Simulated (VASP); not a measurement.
# Ta3Cu (I4/mmm) in VASP: a series of runs

The runs below take Ta3Cu through relaxation of cell and atoms, single point, with PBEsol, PBE.

Program: VASP 6.6.1. These are calculated values, not measurements. Logs are shortened: lines on timing, memory, paths and dates and some standing lists are left out, and cuts for length are marked.

## (1) The cell of the first run

It takes space group I4/mmm (No. 139, tetragonal). Conventional cell: a = 4.013 Å, b = 4.013 Å, c = 8.416 Å, α = 90.00°, β = 90.00°, γ = 90.00°. Within 3.7 Å of Ta (site symmetry 4/mmm) lie 4 Cu at 2.84 Å and 8 Ta at 2.91 Å. Within 3.7 Å of Ta (site symmetry -4m2) lie 8 Ta at 2.84 to 2.91 Å and 4 Cu at 2.91 Å. Within 3.7 Å of Cu (site symmetry 4/mmm) lie 12 Ta at 2.84 to 2.91 Å.

## (2) Relaxation of cell and atoms, PBEsol

Contents of INCAR:

```
PREC = Accurate
ENCUT = 600
EDIFF = 1E-6
ISMEAR = 1
SIGMA = 0.1
LREAL = False
LASPH = True
NELM = 60
ALGO = Fast
ISIF = 3
LWAVE = False
LCHARG = False
GGA = PS
IBRION = 2
NSW = 60
EDIFFG = -0.01
```

Contents of KPOINTS:

```
Automatic mesh
0
Gamma
  9 9 9
```

Contents of POSCAR:

```
Ta3Cu
1.0
   -2.0065070000      2.0065070000      4.2081700000
    2.0065070000     -2.0065070000      4.2081700000
    2.0065070000      2.0065070000     -4.2081700000
Ta Cu
3 1
Direct
    0.5000000000      0.5000000000      0.0000000000
    0.2500000000      0.7500000000      0.5000000000
    0.7500000000      0.2500000000      0.5000000000
    0.0000000000      0.0000000000      0.0000000000
```

Potentials or basis: VASP PAW PBE potentials, release 64 (Ta_pv, Cu).

On the command line:

```console
cat potpaw_PBE.64/Ta_pv/POTCAR potpaw_PBE.64/Cu/POTCAR > POTCAR
mpirun -np 1 vasp_std > vasp.out
```

OUTCAR:

```text
PREC = Accurate
   ENCUT = 600
   EDIFF = 1E-6
   ISMEAR = 1
   LREAL = False
   LASPH = True
   NELM = 60
   ISIF = 3
   GGA = PS
   IBRION = 2
   NSW = 60
   EDIFFG = -0.01

 ion  position               nearest neighbor table
   1  0.500  0.500  0.000-   4 2.84   4 2.84   4 2.84   4 2.84   3 2.91   2 2.91   3 2.91   3 2.91
                             2 2.91   2 2.91   3 2.91   2 2.91
   2  0.250  0.750  0.500-   3 2.84   3 2.84   3 2.84   3 2.84   4 2.91   1 2.91   4 2.91   1 2.91
                             4 2.91   4 2.91   1 2.91   1 2.91
   3  0.750  0.250  0.500-   2 2.84   2 2.84   2 2.84   2 2.84   4 2.91   1 2.91   4 2.91   4 2.91
                             1 2.91   1 2.91   4 2.91   1 2.91
   4  0.000  0.000  0.000-   1 2.84   1 2.84   1 2.84   1 2.84   3 2.91   2 2.91   3 2.91   2 2.91
                             3 2.91   3 2.91   2 2.91   2 2.91

  LATTYP: Found a body centered tetragonal cell.
 ALAT       =     4.0130140000
 C/A-ratio  =     2.0972615595

  Lattice vectors:

 A1 = (  -2.0065070000,   2.0065070000,   4.2081700000)
 A2 = (   2.0065070000,  -2.0065070000,   4.2081700000)
 A3 = (   2.0065070000,   2.0065070000,  -4.2081700000)

Analysis of symmetry for initial positions (statically):
=====================================================================
 Subroutine PRICEL returns:
 Original cell was already a primitive cell.

 Routine SETGRP: Setting up the symmetry group for a
 body centered tetragonal supercell.

 Subroutine GETGRP returns: Found 16 space group operations
 (whereof 16 operations were pure point group operations)
 out of a pool of 16 trial point group operations.

The static configuration has the point symmetry D_4h.

Analysis of symmetry for dynamics (positions and initial velocities):
=====================================================================
 Subroutine PRICEL returns:
 Original cell was already a primitive cell.

 Routine SETGRP: Setting up the symmetry group for a
 body centered tetragonal supercell.

 Subroutine GETGRP returns: Found 16 space group operations
 (whereof 16 operations were pure point group operations)
 out of a pool of 16 trial point group operations.

The dynamic configuration has the point symmetry D_4h.

 Subroutine INISYM returns: Found 16 space group operations
 (whereof 16 operations are pure point group operations),
 and found     1 'primitive' translations

----------------------------------------------------------------------------------------

[... 107 lines left out ...]
   NELECT =      44.0000    total number of electrons
   NUPDOWN=      -1.0000    fix difference up-down
   EMIN   =  10.00;   EMAX   =-10.00  energy-range for DOS
   EFERMI =   0.00;   METHOD = LEGACY
   ISMEAR =     1;   SIGMA  =   0.10  broadening in eV -4-tet -1-fermi 0-gaus
   EFERMI_NEDOS =   21; number of points for ismear=-14 and -15
   IALGO  =     68    algorithm
   IMIX   =      4    mixing-type and parameters
     AMIX     =   0.40;   BMIX     =  1.00
     AMIX_MAG =   1.60;   BMIX_MAG =  1.00
  volume/ion in A,a.u.               =      16.94       114.33
  Fermi-wavevector in a.u.,A,eV,Ry     =   1.417580  2.678837 27.341349  2.009532
  Thomas-Fermi vector in A             =   2.538795
   LORBIT       =      0    0 simple, 1 ext, 2 COOP (PROOUT), +10 PAW based schemes
   GGA     = PS    functional components
   LHFCALC =     F    Hartree Fock is set to
   AEXX    =    0.0000 exact exchange contribution
   IVDW    =     0    specifies the selected vdW correction
   LEPSILON=     F    determine dielectric tensor
   LRPA    =     F    only Hartree local field effects (RPA)
 conjugate gradient relaxation of ions
 non-spin polarized calculation
 RMM-DIIS sequential band-by-band and
 Methfessel and Paxton  Order N= 1 SIGMA  =   0.10
  energy-cutoff  :      600.00
  volume of cell :       67.77
 maximum number of plane-waves:      2284
 NGX is ok and might be reduce to    42
   NGX = 21   NGY = 21   NGZ = 21

--------------------------------------- Ionic step        1  -------------------------------------------

 number of electron      43.9999997 magnetization

 Free energy of the ion-electron system (eV)
  ---------------------------------------------------
  ext. energy  EPLUGINS =         0.00000000
  ---------------------------------------------------
  free energy    TOTEN  =       -41.22961465 eV

  energy without entropy =      -41.22969821  energy(sigma->0) =      -41.22964250

------------------------ aborting loop because EDIFF is reached ----------------------------------------

  FORCE on cell =-STRESS in cart. coord.  units (eV):
  Direction    XX          YY          ZZ          XY          YZ          ZX
  --------------------------------------------------------------------------------------
  -------------------------------------------------------------------------------------
  Total       -2.4813295     -2.4813295     -2.6109605      0.0000000      0.0000000     -0.0000000
  in kB      -58.6624771    -58.6624771    -61.7271547      0.0000000      0.0000000     -0.0000000
  external PRESSURE =     -59.6840363 kB  Pullay stress =       0.0000000 kB
[... 215 lines left out ...]
--------------------------------------- Ionic step        7  -------------------------------------------

 number of electron      44.0000004 magnetization

 Free energy of the ion-electron system (eV)
  ---------------------------------------------------
  ext. energy  EPLUGINS =         0.00000000
  ---------------------------------------------------
  free energy    TOTEN  =       -41.27152832 eV

  energy without entropy =      -41.26994776  energy(sigma->0) =      -41.27100147

 E-fermi :   6.1300     XC(G=0): -12.7791

 val. band max:        6.1146910213   @ k =   0.3333   0.3333   0.1111
 cond. band min:       6.1334740526   @ k =   0.1111   0.0000  -0.0000
 fundamental gap:      0.0187830312
 Fermi energy:         6.1299953474

 k-point     1 :       0.0000    0.0000    0.0000
  band No.  band energies     occupation
      1     -28.4337      2.00000
      2     -28.2590      2.00000
      3     -28.2590      2.00000
      4     -28.0235      2.00000
      5     -28.0235      2.00000
      6     -27.8577      2.00000
[... 685 lines left out ...]
     25       7.2678     -0.00000
     26       8.0031     -0.00000

 [... further k-points ...]

------------------------ aborting loop because EDIFF is reached ----------------------------------------

  FORCE on cell =-STRESS in cart. coord.  units (eV):
  Direction    XX          YY          ZZ          XY          YZ          ZX
  --------------------------------------------------------------------------------------
  -------------------------------------------------------------------------------------
  Total       -0.0151781     -0.0151781     -0.0316425      0.0000000      0.0000000      0.0000000
  in kB       -0.3709445     -0.3709445     -0.7733255      0.0000000      0.0000000      0.0000000
  external PRESSURE =      -0.5050715 kB  Pullay stress =       0.0000000 kB
[... 19 lines left out ...]
  FREE ENERGIE OF THE ION-ELECTRON SYSTEM (eV)
  ---------------------------------------------------
  free  energy   TOTEN  =       -41.2715283234 eV

  energy  without entropy=      -41.2699477617  energy(sigma->0) =      -41.27100147

 reached required accuracy - stopping structural energy minimisation
```

It took 19 min on 1 thread of Intel Xeon Platinum 8488C (Sapphire Rapids), shared host; peak memory 0.37 GiB.

What came out:

```yaml
Free_energy: -41.2715 eV
Relaxed_volume: 16.39 Å³/atom
Relaxed_cell: a = 5.009 Å, b = 5.009 Å, c = 5.009 Å, α = 133.22°, β = 133.22°, γ = 68.31°
Space_group_after_relaxing_to_0.05_Å: I4/mmm (No. 139)
Energy_gained_by_relaxing: 10.5 meV/atom
Ionic_steps: 7
Pressure_after_relaxing: -0.1 GPa
Band_gap_on_the_k_mesh: zero (band 22 reaches 7.10 eV, above the bottom of band 23 at 5.65 eV)
```

Step by step:
```tsv
step	energy change (eV)	largest force (eV/Å)	pressure (GPa)	volume (Å³)
1	0.0000	0.0000	-5.97	67.77
2	0.1087	0.0000	13.20	61.77
3	-0.0416	0.0000	-0.23	65.64
4	-0.0416	0.0000	0.03	65.56
5	-0.0418	0.0000	0.11	65.56
6	-0.0419	0.0000	0.11	65.56
7	-0.0419	0.0000	-0.05	65.56
```

Final structure:
```
Ta Cu
1.0
    -1.98845    1.98845    4.14506
     1.98845   -1.98845    4.14506
     1.98845    1.98845   -4.14506
Ta Cu
3 1
Direct
  0.50000 0.50000 0.00000
  0.25000 0.75000 0.50000
  0.75000 0.25000 0.50000
  0.00000 0.00000 0.00000
```

Caveat: the PAW data sets were made with another functional, which shifts forces and pressure a little; spin-orbit coupling is left out, which moves the levels of the heavy elements.

## (3) Single point, PBE

Contents of INCAR:

```
SYSTEM = Ta3Cu
PREC = Accurate
ENCUT = 520
EDIFF = 1E-7
ISMEAR = 1
SIGMA = 0.1
LREAL = .FALSE.
LASPH = .TRUE.
NELM = 60
ALGO = Fast
ISIF = 2
LWAVE = .FALSE.
LCHARG = .FALSE.
GGA = PE
NBANDS = 30
```

Contents of KPOINTS:

```
Automatic mesh
0
G
  8 8 8
  0 0 0
```

POSCAR is that of step 2.

Potentials or basis: VASP PAW PBE potentials, release 64 (Ta_pv, Cu).

On the command line:

```console
cat potpaw_PBE.64/Ta_pv/POTCAR potpaw_PBE.64/Cu/POTCAR > POTCAR
mpirun -np 1 vasp_std > vasp.out
```

It took 5 min on 1 thread of Intel Xeon Platinum 8259CL at 2.50GHz (Skylake/Cascade Lake), shared host; peak memory 0.31 GiB.

It converged, with:

```yaml
Free_energy: -38.5059 eV
Pressure: 0.7 GPa
Band_gap_on_the_k_mesh: zero (band 22 reaches 6.71 eV, above the bottom of band 23 at 5.64 eV)
```

Stress tensor (GPa, compression positive):
```
0.69 0.00 0.00
0.00 0.69 0.00
0.00 0.00 0.59
```

Levels at points of the mesh, in eV from the Fermi level:
```tsv
k point	band 20	band 21	band 22	band 23	band 24	band 25
(0.00, 0.00, 0.00)	-1.62	-0.17	-0.17	0.06	2.01	2.26
(0.50, 0.00, 0.00)	-1.31	-1.02	0.14	0.50	1.00	1.35
(0.50, 0.50, 0.00)	-1.19	-0.25	-0.03	0.24	0.80	1.07
(0.50, 0.50, 0.50)	-1.45	-1.07	0.27	2.04	2.29	2.29
```

Caveat: spin-orbit coupling is left out, which moves the levels of the heavy elements.

## (4) Single point, PBE

Contents of INCAR:

```
ALGO = Fast
EDIFF = 1E-7
ENCUT = 520
GGA = PE
ISIF = 2
ISMEAR = 1
LASPH = True
LCHARG = False
LREAL = False
LWAVE = False
NBANDS = 30
NELM = 80
PREC = Accurate
SIGMA = 0.1
```

Contents of KPOINTS:

```
k-points
0
Gamma
  8 8 8
```

POSCAR is that of step 3.

Potentials or basis: VASP PAW PBE potentials, release 64 (Ta_pv, Cu).

On the command line:

```console
cat potpaw_PBE.64/Ta_pv/POTCAR potpaw_PBE.64/Cu/POTCAR > POTCAR
mpirun -np 1 vasp_std > vasp.out
```

OUTCAR:

```text
EDIFF = 1E-7
   ENCUT = 520
   GGA = PE
   ISIF = 2
   ISMEAR = 1
   LASPH = True
   LREAL = False
   NELM = 80
   PREC = Accurate

 ion  position               nearest neighbor table
   1  0.500  0.500  0.000-   4 2.84   4 2.84   4 2.84   4 2.84   3 2.91   2 2.91   3 2.91   3 2.91
                             2 2.91   2 2.91   3 2.91   2 2.91
   2  0.250  0.750  0.500-   3 2.84   3 2.84   3 2.84   3 2.84   4 2.91   1 2.91   4 2.91   1 2.91
                             4 2.91   4 2.91   1 2.91   1 2.91
   3  0.750  0.250  0.500-   2 2.84   2 2.84   2 2.84   2 2.84   4 2.91   1 2.91   4 2.91   4 2.91
                             1 2.91   1 2.91   4 2.91   1 2.91
   4  0.000  0.000  0.000-   1 2.84   1 2.84   1 2.84   1 2.84   3 2.91   2 2.91   3 2.91   2 2.91
                             3 2.91   3 2.91   2 2.91   2 2.91

  LATTYP: Found a body centered tetragonal cell.
 ALAT       =     4.0130140000
 C/A-ratio  =     2.0972615595

  Lattice vectors:

 A1 = (  -2.0065070000,   2.0065070000,   4.2081700000)
 A2 = (   2.0065070000,  -2.0065070000,   4.2081700000)
 A3 = (   2.0065070000,   2.0065070000,  -4.2081700000)

Analysis of symmetry for initial positions (statically):
=====================================================================
 Subroutine PRICEL returns:
 Original cell was already a primitive cell.

 Routine SETGRP: Setting up the symmetry group for a
 body centered tetragonal supercell.

 Subroutine GETGRP returns: Found 16 space group operations
 (whereof 16 operations were pure point group operations)
 out of a pool of 16 trial point group operations.

The static configuration has the point symmetry D_4h.

Analysis of symmetry for dynamics (positions and initial velocities):
=====================================================================
 Subroutine PRICEL returns:
 Original cell was already a primitive cell.

 Routine SETGRP: Setting up the symmetry group for a
 body centered tetragonal supercell.
[... 129 lines left out ...]
     AMIX_MAG =   1.60;   BMIX_MAG =  1.00
  volume/ion in A,a.u.               =      16.94       114.33
  Fermi-wavevector in a.u.,A,eV,Ry     =   1.417580  2.678837 27.341349  2.009532
  Thomas-Fermi vector in A             =   2.538795
   LORBIT       =      0    0 simple, 1 ext, 2 COOP (PROOUT), +10 PAW based schemes
   GGA     = PE    functional components
   LHFCALC =     F    Hartree Fock is set to
   AEXX    =    0.0000 exact exchange contribution
   IVDW    =     0    specifies the selected vdW correction
   LEPSILON=     F    determine dielectric tensor
   LRPA    =     F    only Hartree local field effects (RPA)
 non-spin polarized calculation
 RMM-DIIS sequential band-by-band and
 Methfessel and Paxton  Order N= 1 SIGMA  =   0.10
  energy-cutoff  :      520.00
  volume of cell :       67.77
 maximum number of plane-waves:      1863
 NGX is ok and might be reduce to    40
   NGX = 19   NGY = 19   NGZ = 19

 number of electron      43.9999994 magnetization

 Free energy of the ion-electron system (eV)
  ---------------------------------------------------
  ext. energy  EPLUGINS =         0.00000000
  ---------------------------------------------------
  free energy    TOTEN  =       -38.50592719 eV

  energy without entropy =      -38.50650791  energy(sigma->0) =      -38.50612076

 E-fermi :   5.9827     XC(G=0): -12.4824

 val. band max:        5.9771911673   @ k =   0.1250   0.1250   0.0000
 cond. band min:       5.9907385209   @ k =  -0.2500  -0.2500   0.1250
 fundamental gap:      0.0135473536
 Fermi energy:         5.9826655210

 k-point     1 :       0.0000    0.0000    0.0000
  band No.  band energies     occupation
      1     -28.6212      2.00000
      2     -28.4584      2.00000
      3     -28.4584      2.00000
      4     -28.2870      2.00000
      5     -28.2870      2.00000
      6     -28.1065      2.00000
[... 781 lines left out ...]
     29       9.7592      0.00000
     30      10.5101      0.00000

 [... further k-points ...]

------------------------ aborting loop because EDIFF is reached ----------------------------------------

  FORCE on cell =-STRESS in cart. coord.  units (eV):
  Direction    XX          YY          ZZ          XY          YZ          ZX
  --------------------------------------------------------------------------------------
  -------------------------------------------------------------------------------------
  Total        0.2913140      0.2913140      0.2491449      0.0000000     -0.0000000      0.0000000
  in kB        6.8871140      6.8871140      5.8901719      0.0000000     -0.0000000      0.0000000
  external PRESSURE =       6.5548000 kB  Pullay stress =       0.0000000 kB

 VOLUME and BASIS-vectors are now :
 -----------------------------------------------------------------------------
  energy-cutoff  :      520.00
  volume of cell :       67.77
      direct lattice vectors                 reciprocal lattice vectors
    -2.006507000  2.006507000  4.208170000     0.000000000  0.249189263  0.118816493
     2.006507000 -2.006507000  4.208170000     0.249189263  0.000000000  0.118816493
     2.006507000  2.006507000 -4.208170000     0.249189263  0.249189263  0.000000000

 POSITION                                       TOTAL-FORCE (eV/Angst)
 -----------------------------------------------------------------------------------
      0.00000      0.00000      4.20817         0.000000      0.000000      0.000000
      2.00651      0.00000      2.10408         0.000000     -0.000000     -0.000000
      0.00000      2.00651      2.10408        -0.000000      0.000000     -0.000000
      0.00000      0.00000      0.00000         0.000000      0.000000      0.000000
 -----------------------------------------------------------------------------------
    total drift:                               -0.000000     -0.000000      0.000000

  FREE ENERGIE OF THE ION-ELECTRON SYSTEM (eV)
  ---------------------------------------------------
  free  energy   TOTEN  =       -38.5059271894 eV

  energy  without entropy=      -38.5065079119  energy(sigma->0) =      -38.50612076
```

Run time: 5.2 min. Hardware: 1 thread of Intel Xeon Platinum 8259CL at 2.50GHz (Skylake/Cascade Lake), shared host; peak memory 0.31 GiB.

What came out:

* Free energy: -38.5059 eV
* Pressure: 0.7 GPa
* Band gap on the k mesh: zero (band 22 reaches 6.71 eV, above the bottom of band 23 at 5.64 eV)

Caveat: spin-orbit coupling is left out, which moves the levels of the heavy elements.
